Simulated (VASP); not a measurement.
Runs of VASP 6.6.1 on Ge2PdF6. The structure is that of space group Fm-3m (No. 225), or close to it. The cells are those of the table. 

```tsv
task	spin	cell	cutoff (eV)	gap on the mesh (eV)	pressure (GPa)
single point	collinear	a = 5.222 Å, angles 60.0°, 9 atoms	520	none	48.3
relaxation of cell and atoms	off	relaxed from a = 5.222 Å, angles 60.0°, 9 atoms	600	none	0.0
single point	off	a = 5.222 Å, angles 60.0°, 9 atoms	520	none	(a)
single point	off	a = 5.847 Å, angles 60.0°, 9 atoms	520	none	0.0
```

Alike in all rows: level PBE; potentials or basis VASP PAW PBE potentials, release 64 (Ge_d, Pd, F); k mesh 4 × 4 × 4; smearing gaussian 0.1 eV.

Q: Estimate the missing entries.

A: (a) 48.2.

Caveats: some runs use coarse meshes.

A k mesh can miss the band edges, and the runs leave out spin-orbit coupling on Ge, Pd.

A gap of «none» marks levels without a gap at the run's occupations.
